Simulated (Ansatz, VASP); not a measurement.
**SiC in VASP and in Ansatz**

Contents of INCAR:

```
PREC = Accurate
ENCUT = 600
EDIFF = 1E-7
ISMEAR = 0
SIGMA = 0.1
LREAL = False
LASPH = True
NELM = 120
ALGO = Normal
ISIF = 3
LWAVE = False
LCHARG = False
GGA = PE
IBRION = 2
NSW = 100
EDIFFG = -0.05
GGA_COMPAT = False
NELMIN = 4
```

Contents of KPOINTS:

```
Automatic mesh
0
Gamma
  8 8 8
```

File POSCAR:

```
SiC
1.0
    0.0000000000      2.2526106000      2.2526106000
    2.2526106000      0.0000000000      2.2526106000
    2.2526106000      2.2526106000      0.0000000000
C Si
1 1
Direct
    0.7500000000      0.7500000000      0.7500000000
    0.5000000000      0.5000000000      0.5000000000
```

Input for Ansatz:

```yaml
crystal:
  lattice:
    - [0.0, 2.2526106, 2.2526106]
    - [2.2526106, 0.0, 2.2526106]
    - [2.2526106, 2.2526106, 0.0]
  atoms:
    - { symbol: C, position: [0.75, 0.75, 0.75] }
    - { symbol: Si, position: [0.5, 0.5, 0.5] }
basis:
  ecutwfc: 420
kpoints:
  mp_grid: { grid: [8, 8, 8] }
hamiltonian:
  xc: pbe
scf:
  occupations: { method: gaussian, width: 0.1 }
output:
  forces: true
  stress: true
  eigenvalues: true
relax:
  adjacent_minimum: "off"
  f_tol: 0.05
  max_steps: 80
  cell: { stress_tol: 0.5 }
```

Alike in both runs: task relaxation of cell and atoms; functional PBE; k mesh 8 × 8 × 8; occupations gaussian, width 0.1 eV; no spin polarisation.

|  | VASP | Ansatz |
| --- | --- | --- |
| version | VASP 6.6.1 | Ansatz 0.2.0 |
| potentials or method | VASP PAW PBE potentials, release 64 (C, Si), cutoff 600 eV | scalar-relativistic, plane waves, PAW |
| valence electrons in the cell | 8 | 8 |

```csv
,VASP,Ansatz,Ansatz less VASP
"gap on the k mesh at the Fermi level, each at its own relaxed structure (eV)",1.37,1.37,+0.003
relaxed volume (Å³/atom),10.50,10.51,+0.012
relaxed cell length with the largest relative difference (Å),3.097,3.098,+0.0012
```
